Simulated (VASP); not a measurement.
Wanted: the native input for a VASP 6.6.1 run.

- Task: relaxation of cell and atoms
- Functional: RPBE
- Potentials or basis: VASP PAW PBE potentials, release 64 (Pb_d, Te)
- Cutoff: 600 eV
- k mesh: 7 × 7 × 7
- Occupations: fermi-dirac, width 0.05 eV
- Spin: no spin polarisation
- Dipole correction: no
- Further INCAR settings: ALGO = Normal; EDIFF = 1e-06; IBRION = 2; EDIFFG = -0.02; NSW = 80; ISIF = 3

The structure of TePb lies in POSCAR:

```
TePb
1.0
    0.0000000000      3.2310000000      3.2310000000
    3.2310000000      0.0000000000      3.2310000000
    3.2310000000      3.2310000000      0.0000000000
Pb Te
1 1
Direct
    0.0000000000      0.0000000000      0.0000000000
    0.5000000000      0.5000000000      0.5000000000
```

One way to write it, as run:

INCAR

```
ALGO     = Normal         # electronic algorithm
EDIFF    = 1E-6           # SCF threshold, eV
EDIFFG   = -0.02          # ionic threshold
ENCUT    = 600            # plane-wave cutoff, eV
GGA      = RP             # functional
IBRION   = 2              # ionic algorithm
ISIF     = 3              # what is computed and relaxed
ISMEAR   = -1             # smearing method
LASPH    = True           # aspherical terms in the spheres
LCHARG   = False          # write CHGCAR
LREAL    = False          # projectors in reciprocal space
LWAVE    = False          # write WAVECAR
NELM     = 60             # most SCF steps
NSW      = 80             # ionic steps
PREC     = Accurate       # precision mode
SIGMA    = 0.05           # smearing width, eV
```

KPOINTS

```
k-points
0
Gamma
  7 7 7
```

Potentials or basis: VASP PAW PBE potentials, release 64 (Pb_d, Te).

Launch:

```sh
$ cat potpaw_PBE.64/Pb_d/POTCAR potpaw_PBE.64/Te/POTCAR > POTCAR
$ mpirun -np 1 vasp_std > vasp.out
```

Results of the run:

The relaxed volume is 36.79 Å³/atom and the relaxed cell is a = 4.704 Å, b = 4.704 Å, c = 4.704 Å, α = 60.00°, β = 60.00°, γ = 60.00°. The space group after relaxing (to 0.05 Å) is Fm-3m (No. 225). The energy gained by relaxing is 32.0 meV/atom and the ionic steps are 3. The pressure after relaxing is 0.0 GPa.

Caveat: the PAW data sets were made with another functional, which shifts forces and pressure a little.

Wall time 75 s on 1 thread of Intel(R) Xeon(R) Platinum 8259CL CPU @ 2.50GHz (Skylake/Cascade Lake), with other jobs on the host, peak memory 0.25 GiB.
